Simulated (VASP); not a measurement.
# In4O5 (P1) in VASP: a series of runs

Aim: see how the results for In4O5 move with the level of theory and the settings. Levels: PBE, HSE06. Tasks: single point.

Everything below comes from runs of VASP 6.6.1. Logs are shortened: lines on timing, memory, paths and dates and some standing lists are left out, and cuts for length are marked.

## (1) The cell of the first run

The typed cell holds 9 atoms: a = 5.782 Å, b = 5.782 Å, c = 5.782 Å, α = 56.65°, β = 56.65°, γ = 56.65°.

## (2) Single point, PBE

The input, INCAR:

```
ALGO     = Normal         # electronic algorithm
EDIFF    = 1E-6           # SCF threshold, eV
ENCUT    = 520            # plane-wave cutoff, eV
GGA      = PE             # functional
ISIF     = 2              # what is computed and relaxed
ISMEAR   = -1             # smearing method
LASPH    = T              # aspherical terms in the spheres
LCHARG   = F              # write CHGCAR
LREAL    = F              # projectors in reciprocal space
LWAVE    = F              # write WAVECAR
NBANDS   = 51             # bands
NELM     = 100            # most SCF steps
PREC     = Accurate       # precision mode
SIGMA    = 0.01           # smearing width, eV
```

The input, KPOINTS:

```
k-points
0
Gamma
  1 1 1
```

The input, POSCAR:

```
In4O5
1.0
    2.7435000000      1.5839600000      4.8366670000
   -2.7435000000      1.5839600000      4.8366670000
    0.0000000000     -3.1679210000      4.8366670000
In O
4 5
Direct
    0.3638220000      0.3531830000      0.3517750000
    0.1446400000      0.1456990000      0.1427710000
    0.6431650000      0.6340170000      0.6450530000
    0.8548550000      0.8580500000      0.8599180000
    0.5516270000      0.9533020000      0.2519650000
    0.9474860000      0.2410700000      0.5489890000
    0.2479580000      0.5438560000      0.9594030000
    0.4542070000      0.0509720000      0.7511570000
    0.0528960000      0.7510450000      0.4528560000
```

Potentials or basis: VASP PAW PBE potentials, release 64 (In_d, O).

Command:

```
cat potpaw_PBE.64/In_d/POTCAR potpaw_PBE.64/O/POTCAR > POTCAR
mpirun -np 1 vasp_gam > vasp.out
```

OUTCAR:

```text
EDIFF = 1E-6
   ENCUT = 520
   GGA = PE
   ISIF = 2
   ISMEAR = -1
   LASPH = T
   LREAL = F
   NELM = 100
   PREC = Accurate

 ion  position               nearest neighbor table
   1  0.364  0.353  0.352-   8 2.13   9 2.15   5 2.21   7 2.22   6 2.32   2 3.07   3 3.21   3 3.26
                             3 3.27   2 3.59   2 3.64   2 3.64   4 3.93   4 3.97   4 3.98   4 3.99
   2  0.145  0.146  0.143-   8 2.11   9 2.12   6 2.22   7 2.22   5 2.27   1 3.07   4 3.23   4 3.24
                             4 3.26   1 3.59   1 3.64   1 3.64   3 3.93   3 3.95   3 3.98   3 3.99
   3  0.643  0.634  0.645-   6 2.12   5 2.12   7 2.12   9 2.31   8 2.32   4 3.15   1 3.21   1 3.26
                             1 3.27   4 3.56   4 3.60   4 3.61   2 3.93   2 3.95   2 3.98   2 3.99
   4  0.855  0.858  0.860-   6 2.07   5 2.11   7 2.13   8 2.24   9 2.26   3 3.15   2 3.23   2 3.24
                             2 3.26   3 3.56   3 3.60   3 3.61   1 3.93   1 3.97   1 3.98   1 3.99
   5  0.552  0.953  0.252-   4 2.11   3 2.12   1 2.21   2 2.27
   6  0.947  0.241  0.549-   4 2.07   3 2.12   2 2.22   1 2.32
   7  0.248  0.544  0.959-   3 2.12   4 2.13   2 2.22   1 2.22
   8  0.454  0.051  0.751-   2 2.11   1 2.13   4 2.24   3 2.32
   9  0.053  0.751  0.453-   2 2.12   1 2.15   4 2.26   3 2.31

  LATTYP: Found a trigonal (rhomboedric) cell.
 ALAT       =     5.7817877167
 COS(alpha) =     0.5496858016

  Lattice vectors:

 A1 = (   2.7435000000,   1.5839600000,   4.8366670000)
 A2 = (  -2.7435000000,   1.5839600000,   4.8366670000)
 A3 = (   0.0000000000,  -3.1679210000,   4.8366670000)

Analysis of symmetry for initial positions (statically):
=====================================================================
 Subroutine PRICEL returns:
 Original cell was already a primitive cell.

 Routine SETGRP: Setting up the symmetry group for a
 trigonal (rhombohedral) supercell.

 Subroutine GETGRP returns: Found  1 space group operations
 (whereof  1 operations were pure point group operations)
 out of a pool of 12 trial point group operations.

The static configuration has the point symmetry C_1 .

Analysis of symmetry for dynamics (positions and initial velocities):
=====================================================================
 Subroutine PRICEL returns:
 Original cell was already a primitive cell.

 Routine SETGRP: Setting up the symmetry group for a
 trigonal (rhombohedral) supercell.

 Subroutine GETGRP returns: Found  1 space group operations
 (whereof  1 operations were pure point group operations)
 out of a pool of 12 trial point group operations.

The dynamic configuration has the point symmetry C_1 .

 Subroutine INISYM returns: Found  1 space group operations
 (whereof  1 operations are pure point group operations),
 and found     1 'primitive' translations

----------------------------------------------------------------------------------------

                                     Primitive cell

  volume of cell :     126.1092

  direct lattice vectors                    reciprocal lattice vectors
     2.743500000  1.583960000  4.836667000     0.182248952  0.105221490  0.068917990
    -2.743500000  1.583960000  4.836667000    -0.182248952  0.105221490  0.068917990
     0.000000000 -3.167921000  4.836667000     0.000000000 -0.210442980  0.068917968

  length of vectors
     5.781787717  5.781787717  5.781787884     0.221440583  0.221440583  0.221440589

  position of ions in fractional coordinates (direct lattice)
     0.363822000  0.353183000  0.351775000
     0.144640000  0.145699000  0.142771000
     0.643165000  0.634017000  0.645053000
     0.854855000  0.858050000  0.859918000
     0.551627000  0.953302000  0.251965000
     0.947486000  0.241070000  0.548989000
     0.247958000  0.543856000  0.959403000
     0.454207000  0.050972000  0.751157000
     0.052896000  0.751045000  0.452856000

  ion indices of the primitive-cell ions
   primitive index   ion index
                 1           1
                 2           2
                 3           3
                 4           4
                 5           5
                 6           6
                 7           7
                 8           8
                 9           9

----------------------------------------------------------------------------------------

 KPOINTS: k-points

Automatic generation of k-mesh.
 Grid dimensions read from file:
 generate k-points for:    1    1    1

 Generating k-lattice:

  Cartesian coordinates                     Fractional coordinates (reciprocal lattice)
     0.182248952  0.105221490  0.068917990     1.000000000 -0.000000000  0.000000000
    -0.182248952  0.105221490  0.068917990    -0.000000000  1.000000000  0.000000000
     0.000000000 -0.210442980  0.068917968     0.000000000  0.000000000  1.000000000

  Length of vectors
     0.221440583  0.221440583  0.221440589

  Shift w.r.t. Gamma in fractional coordinates (k-lattice)
     0.000000000  0.000000000  0.000000000

 Subroutine IBZKPT returns following result:
 ===========================================

 Found      1 irreducible k-points:

 Following reciprocal coordinates:
            Coordinates               Weight
  0.000000  0.000000  0.000000      1.000000
   k-points           NKPTS =      1   k-points in BZ     NKDIM =      1   number of bands    NBANDS=     51
   number of dos      NEDOS =    301   number of ions     NIONS =      9
   total plane-waves  NPLWV = 110592
   dimension x,y,z NGX =    48 NGY =   48 NGZ =   48
   dimension x,y,z NGXF=    96 NGYF=   96 NGZF=   96
   ions per type =               4   5
   NGX,Y,Z   is equivalent  to a cutoff of  13.80, 13.80, 13.80 a.u.
   NGXF,Y,Z  is equivalent  to a cutoff of  27.60, 27.60, 27.60 a.u.
 SYSTEM =  unknown system
   PREC   = accura    normal or accurate (medium, high low for compatibility)
   ISTART =      0    job   : 0-new  1-cont  2-samecut
   ICHARG =      2    charge: 1-file 2-atom 10-const
   ISPIN  =      1    spin polarized calculation?
   LNONCOLLINEAR =      F non collinear calculations
   LSORBIT =      F    spin-orbit coupling
   LASPH  =      T    aspherical Exc in radial PAW
   ENCUT  =  520.0 eV  38.22 Ry    6.18 a.u.  10.75 10.75 10.75*2*pi/ulx,y,z
   NELM   =    100;   NELMIN=  2; NELMDL= -5     # of ELM steps
   EDIFF  = 0.1E-05   stopping-criterion for ELM
   LREAL  =      F    real-space projection
   EDIFFG = 0.1E-04   stopping-criterion for IOM
   NSW    =      0    number of steps for IOM
   IBRION =     -1    ionic relax: 0-MD 1-quasi-New 2-CG
   NFREE  =      0    steps in history (QN), initial steepest desc. (CG)
   ISIF   =      2    stress and relaxation
   ISYM   =      2    0-nonsym 1-usesym 2-fastsym
   POTIM  = 0.5000    time-step for ionic-motion
   TEBEG  =    0.0;   TEEND  =   0.0 temperature during run
   PSTRESS=    0.0 pullay stress
   NELECT =      82.0000    total number of electrons
   NUPDOWN=      -1.0000    fix difference up-down
   EMIN   =  10.00;   EMAX   =-10.00  energy-range for DOS
   EFERMI =   0.00;   METHOD = LEGACY
   ISMEAR =    -1;   SIGMA  =   0.01  broadening in eV -4-tet -1-fermi 0-gaus
   EFERMI_NEDOS =   21; number of points for ismear=-14 and -15
   IALGO  =     38    algorithm
   IMIX   =      4    mixing-type and parameters
     AMIX     =   0.40;   BMIX     =  1.00
     AMIX_MAG =   1.60;   BMIX_MAG =  1.00
  volume/ion in A,a.u.               =      14.01        94.56
  Fermi-wavevector in a.u.,A,eV,Ry     =   1.418286  2.680172 27.368606  2.011536
  Thomas-Fermi vector in A             =   2.539428
   LORBIT       =      0    0 simple, 1 ext, 2 COOP (PROOUT), +10 PAW based schemes
   GGA     = PE    functional components
   LHFCALC =     F    Hartree Fock is set to
   AEXX    =    0.0000 exact exchange contribution
   IVDW    =     0    specifies the selected vdW correction
   LEPSILON=     F    determine dielectric tensor
   LRPA    =     F    only Hartree local field effects (RPA)
 non-spin polarized calculation
  energy-cutoff  :      520.00
  volume of cell :      126.11
 maximum number of plane-waves:      1680
 NGX is ok and might be reduce to    42
   NGX = 21   NGY = 21   NGZ = 21

 number of electron      81.9999999 magnetization

 Free energy of the ion-electron system (eV)
  ---------------------------------------------------
  ext. energy  EPLUGINS =         0.00000000
  ---------------------------------------------------
  free energy    TOTEN  =       -48.36411149 eV

  energy without entropy =      -48.36411149  energy(sigma->0) =      -48.36411149

 E-fermi :   5.4470     XC(G=0): -10.9448

 val. band max:        5.1325447828   @ k =   0.0000   0.0000   0.0000
 cond. band min:       9.6480223709   @ k =   0.0000   0.0000   0.0000
 fundamental gap:      4.5154775881
 Fermi energy:         5.4469653110

 k-point     1 :       0.0000    0.0000    0.0000
  band No.  band energies     occupation
      1     -12.2470      2.00000
      2     -11.5231      2.00000
      3     -11.4598      2.00000
      4     -11.2198      2.00000
      5     -11.1288      2.00000
      6      -7.1125      2.00000
[... 43 lines left out ...]
     50      14.8453      0.00000
     51      14.9509      0.00000

------------------------ aborting loop because EDIFF is reached ----------------------------------------

  FORCE on cell =-STRESS in cart. coord.  units (eV):
  Direction    XX          YY          ZZ          XY          YZ          ZX
  --------------------------------------------------------------------------------------
  -------------------------------------------------------------------------------------
  Total        6.9630968      8.4218727      5.4780510     -0.6830615     -1.1794400     -1.9683014
  in kB       88.4639463    106.9972344     69.5969085     -8.6780808    -14.9844129    -25.0066485
  external PRESSURE =      88.3526964 kB  Pullay stress =       0.0000000 kB

 VOLUME and BASIS-vectors are now :
 -----------------------------------------------------------------------------
  energy-cutoff  :      520.00
  volume of cell :      126.11
      direct lattice vectors                 reciprocal lattice vectors
     2.743500000  1.583960000  4.836667000     0.182248952  0.105221490  0.068917990
    -2.743500000  1.583960000  4.836667000    -0.182248952  0.105221490  0.068917990
     0.000000000 -3.167921000  4.836667000     0.000000000 -0.210442980  0.068917968

 POSITION                                       TOTAL-FORCE (eV/Angst)
 -----------------------------------------------------------------------------------
      0.02919      0.02131      5.16933        -0.006405      0.050404      1.117994
     -0.00291      0.00760      2.09481        -0.386554     -0.243648     -1.036299
      0.02510     -0.02047      9.29721        -0.244655      0.499657     -0.088600
     -0.00877     -0.01098     12.44389         0.203822      0.114574      0.154548
     -1.10200      1.58554      8.49751         0.556276      0.133825     -0.015092
      1.93805      0.14347      8.40393        -0.821781      0.283722      0.616630
     -0.81180     -1.78511      8.47005         0.088389     -0.165061      0.070395
      1.10628     -1.57942      6.07648         0.086494     -0.259822     -0.363283
     -1.91537     -0.16120      6.07871         0.524413     -0.413650     -0.456294
 -----------------------------------------------------------------------------------
    total drift:                                0.000138     -0.000237      0.000554

  FREE ENERGIE OF THE ION-ELECTRON SYSTEM (eV)
  ---------------------------------------------------
  free  energy   TOTEN  =       -48.3641114939 eV

  energy  without entropy=      -48.3641114939  energy(sigma->0) =      -48.36411149
```

Wall time 40 s (1 thread of Intel Xeon 6975P-C, shared host); peak memory 0.29 GiB.

Results:

| Property | Result |
| --- | --- |
| Free energy | -48.3641 eV |
| Pressure | 8.8 GPa |
| Largest force | 1.133 eV/Å |
| Band gap on the k mesh | 4.52 eV |

Forces in eV/Å, atoms in the order of the input:
```
In  -0.006  0.050  1.118
In  -0.387 -0.244 -1.036
In  -0.245  0.500 -0.089
In   0.204  0.115  0.155
O    0.556  0.134 -0.015
O   -0.822  0.284  0.617
O    0.088 -0.165  0.070
O    0.086 -0.260 -0.363
O    0.524 -0.414 -0.456
```

Levels at points of the mesh, in eV from the valence-band top:
| k point | band 37 | band 38 | band 39 | band 40 | band 41 | band 42 | band 43 | band 44 | band 45 | band 46 |
| --- | --- | --- | --- | --- | --- | --- | --- | --- | --- | --- |
| (0.00, 0.00, 0.00) | -0.40 | -0.11 | -0.05 | -0.04 | 0.00 | 4.52 | 4.89 | 6.01 | 6.15 | 7.53 |

Caveat: the k points lie up to 1.39 Å⁻¹ apart; spin-orbit coupling is left out, which moves the levels of the heavy elements; forces of over 1 eV/Å act on the atoms, so gaps and moduli don't describe the material at rest. Expect the measured gap to be larger: semilocal functionals such as PBE lack the derivative discontinuity.

## (3) Single point, HSE06

POSCAR is that of step 2.

The input, INCAR.step1:

```
ALGO = Normal
EDIFF = 1E-5
ENCUT = 520
GGA = PE
ISIF = 2
ISMEAR = -1
LASPH = True
LCHARG = False
LREAL = False
LWAVE = True
NBANDS = 51
NELM = 60
PREC = Accurate
SIGMA = 0.01
```

The input, INCAR.step2:

```
ALGO = Normal
EDIFF = 1E-7
ENCUT = 520
GGA = PE
HFSCREEN = 0.2079
ISIF = 2
ISMEAR = -1
ISTART = 1
LASPH = True
LCHARG = False
LHFCALC = True
LREAL = False
LWAVE = False
NBANDS = 51
NELM = 60
PREC = Accurate
PRECFOCK = Fast
SIGMA = 0.01
```

KPOINTS is that of step 2.

Potentials or basis: VASP PAW PBE potentials, release 64 (In_d, O).

Command:

```
cat potpaw_PBE.64/In_d/POTCAR potpaw_PBE.64/O/POTCAR > POTCAR
cp INCAR.step1 INCAR
mpirun -np 1 vasp_gam > vasp.out
cp INCAR.step2 INCAR
mpirun -np 1 vasp_gam > vasp.out
```

OUTCAR:

```text
EDIFF = 1E-7
   ENCUT = 520
   GGA = PE
   HFSCREEN = 0.2079
   ISIF = 2
   ISMEAR = -1
   ISTART = 1
   LASPH = True
   LHFCALC = True
   LREAL = False
   NELM = 60
   PREC = Accurate
   PRECFOCK = Fast

 ion  position               nearest neighbor table
   1  0.364  0.353  0.352-   8 2.13   9 2.15   5 2.21   7 2.22   6 2.32   2 3.07   3 3.21   3 3.26
                             3 3.27   2 3.59   2 3.64   2 3.64   4 3.93   4 3.97   4 3.98   4 3.99
   2  0.145  0.146  0.143-   8 2.11   9 2.12   6 2.22   7 2.22   5 2.27   1 3.07   4 3.23   4 3.24
                             4 3.26   1 3.59   1 3.64   1 3.64   3 3.93   3 3.95   3 3.98   3 3.99
[... 260 lines left out ...]
  in kB        3.1660627     20.2851642     -4.9717642     -7.6358389    -12.1881847    -20.9192591
  external PRESSURE =       6.1598209 kB  Pullay stress =       0.0000000 kB

 VOLUME and BASIS-vectors are now :
 -----------------------------------------------------------------------------
  energy-cutoff  :      520.00
  volume of cell :      126.11
      direct lattice vectors                 reciprocal lattice vectors
     2.743500000  1.583960000  4.836667000     0.182248952  0.105221490  0.068917990
    -2.743500000  1.583960000  4.836667000    -0.182248952  0.105221490  0.068917990
     0.000000000 -3.167921000  4.836667000     0.000000000 -0.210442980  0.068917968

 POSITION                                       TOTAL-FORCE (eV/Angst)
 -----------------------------------------------------------------------------------
      0.02919      0.02131      5.16933        -0.066750     -0.084424      1.009209
     -0.00291      0.00760      2.09481        -0.220236     -0.261993     -0.913828
      0.02510     -0.02047      9.29721        -0.297836      0.587515     -0.109689
     -0.00877     -0.01098     12.44389         0.134437      0.234804      0.152027
     -1.10200      1.58554      8.49751         0.585833      0.108209     -0.025268
      1.93805      0.14347      8.40393        -0.827689      0.229400      0.641521
     -0.81180     -1.78511      8.47005         0.105185     -0.163564      0.068068
      1.10628     -1.57942      6.07648         0.057531     -0.265813     -0.341448
     -1.91537     -0.16120      6.07871         0.529525     -0.384135     -0.480592
 -----------------------------------------------------------------------------------
    total drift:                                0.000127      0.000033      0.000314

  FREE ENERGIE OF THE ION-ELECTRON SYSTEM (eV)
  ---------------------------------------------------
  free  energy   TOTEN  =       -62.9510977259 eV

  energy  without entropy=      -62.9510977259  energy(sigma->0) =      -62.95109773
```

OUTCAR.step1:

```text
EDIFF = 1E-5
   ENCUT = 520
   GGA = PE
   ISIF = 2
[... 282 lines left out ...]
      1.93805      0.14347      8.40393        -0.822220      0.284345      0.616175
     -0.81180     -1.78511      8.47005         0.088918     -0.164918      0.070431
      1.10628     -1.57942      6.07648         0.086824     -0.259928     -0.363606
     -1.91537     -0.16120      6.07871         0.523932     -0.414351     -0.456011
 -----------------------------------------------------------------------------------
    total drift:                                0.001498      0.001255      0.001407

  FREE ENERGIE OF THE ION-ELECTRON SYSTEM (eV)
  ---------------------------------------------------
  free  energy   TOTEN  =       -48.3641111967 eV

  energy  without entropy=      -48.3641111967  energy(sigma->0) =      -48.36411120
```

OSZICAR.step1:

```text
N       E                     dE             d eps       ncg     rms          rms(c)
DAV:   1     0.135682952029E+04    0.13568E+04   -0.43727E+04   110   0.255E+03
DAV:   2     0.263236045838E+03   -0.10936E+04   -0.10536E+04   102   0.721E+02
DAV:   3    -0.291123001511E+02   -0.29235E+03   -0.27601E+03   126   0.288E+02
DAV:   4    -0.568982433582E+02   -0.27786E+02   -0.27319E+02   124   0.989E+01
DAV:   5    -0.579288318504E+02   -0.10306E+01   -0.10248E+01   116   0.187E+01    0.227E+01
DAV:   6    -0.482815535079E+02    0.96473E+01   -0.33534E+01   164   0.595E+01    0.158E+01
DAV:   7    -0.484342768165E+02   -0.15272E+00   -0.41546E+00   116   0.121E+01    0.418E+00
DAV:   8    -0.483858617020E+02    0.48415E-01   -0.35512E-01   164   0.387E+00    0.289E+00
DAV:   9    -0.483693485688E+02    0.16513E-01   -0.75224E-02   156   0.321E+00    0.771E-01
DAV:  10    -0.483632977608E+02    0.60508E-02   -0.29255E-02   148   0.156E+00    0.230E-01
DAV:  11    -0.483639572962E+02   -0.65954E-03   -0.47944E-03   132   0.415E-01    0.184E-01
DAV:  12    -0.483640581631E+02   -0.10087E-03   -0.25672E-04   148   0.123E-01    0.107E-01
DAV:  13    -0.483641122983E+02   -0.54135E-04   -0.15592E-04   116   0.907E-02    0.241E-02
DAV:  14    -0.483641111967E+02    0.11015E-05   -0.14740E-05    84   0.526E-02
   1 F= -.48364111E+02 E0= -.48364111E+02  d E =-.147533E-13
```

Run time: 2.7 min. Hardware: 1 thread of Intel Xeon 6975P-C, shared host; peak memory 0.42 GiB.

Results:

- Free energy: -62.9511 eV
- Pressure: 0.6 GPa
- Largest force: 1.072 eV/Å
- Band gap on the k mesh: 6.27 eV

Forces in eV/Å, atoms in the order of the input:
```
In  -0.067 -0.084  1.009
In  -0.220 -0.262 -0.914
In  -0.298  0.588 -0.110
In   0.134  0.235  0.152
O    0.586  0.108 -0.025
O   -0.828  0.229  0.642
O    0.105 -0.164  0.068
O    0.058 -0.266 -0.341
O    0.530 -0.384 -0.481
```

Stress tensor (GPa, compression positive):
```
 0.32 -0.76 -2.09
-0.76  2.03 -1.22
-2.09 -1.22 -0.50
```

Levels at points of the mesh, in eV from the valence-band top:
```tsv
k point	band 38	band 39	band 40	band 41	band 42	band 43	band 44	band 45
(0.00, 0.00, 0.00)	-0.29	-0.22	-0.06	0.00	6.27	6.68	7.81	8.05
```

Caveat: the k points lie up to 1.39 Å⁻¹ apart; the PAW data sets were made with another functional, which shifts forces and pressure a little; spin-orbit coupling is left out, which moves the levels of the heavy elements. A k mesh can miss the band edges.
